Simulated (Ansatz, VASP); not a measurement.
## Two plane-wave programs on MoS2

INCAR

```
SYSTEM = MoS2
  ALGO = Normal
  EDIFF = 1E-7
  ENCUT = 520
  GGA = PE
  ISIF = 2
  ISMEAR = 0
  IVDW = 12
  LASPH = .True.
  LCHARG = .False.
  LREAL = .False.
  LWAVE = .False.
  NBANDS = 20
  NELM = 100
  PREC = Accurate
  SIGMA = 0.05
```

KPOINTS

```
k-points
0
Gamma
  12 12 6
  0 0 0
```

The input POSCAR:

```
MoS2
1.0
    3.3250602874      0.0000000000      0.0000000000
   -1.6625301437      2.8795866780      0.0000000000
    0.0000000000      0.0000000000      5.9649537896
Mo S
1 2
Direct
    0.0000000000      0.0000000000      0.0000000000
    0.3333333333      0.6666666667      0.2356692374
    0.3333333333      0.6666666667      0.7643307626
```

Input for Ansatz:

```yaml
crystal:
  lattice:
    - [3.3250602874, 0.0, 0.0]
    - [-1.6625301437, 2.879586678, 0.0]
    - [0.0, 0.0, 5.9649537896]
  atoms:
    - { symbol: Mo, position: [0.0, 0.0, 0.0] }
    - { symbol: S, position: [0.3333333333, 0.6666666667, 0.2356692374] }
    - { symbol: S, position: [0.3333333333, 0.6666666667, 0.7643307626] }
basis:
  ecutwfc: 420
kpoints:
  mp_grid: { grid: [12, 12, 6] }
hamiltonian:
  xc: pbe
  dispersion: d3bj
scf:
  occupations: { method: gaussian, width: 0.05 }
output:
  forces: true
  stress: true
  eigenvalues: true
```

Alike in both runs: task single point; functional PBE; dispersion D3(BJ); k mesh 12 × 12 × 6; occupations gaussian, width 0.05 eV; no spin polarisation.

```csv
,VASP,Ansatz
version,VASP 6.6.1,Ansatz 0.2.0
potentials or method,"VASP PAW PBE potentials, release 64 (Mo_sv, S), cutoff 520 eV","scalar-relativistic, plane waves, PAW"
valence electrons in the cell,26,26
```

|  | VASP | Ansatz | Ansatz less VASP |
| --- | --- | --- | --- |
| gap on the k mesh at the Fermi level (eV) | none | none | - |
| pressure (GPa) | 2.0 | 2.1 | +0.15 |
| traceless stress, the component that is largest in VASP (GPa) | 16.48 | 16.49 | +0.007 |
| rms of the force components (eV/Å) | 0.826 | 0.835 | +0.0087 |

Atom by atom the forces differ by 0.009 eV/Å (rms over components). A gap of «none» marks a metal or a gap that the smearing closes.
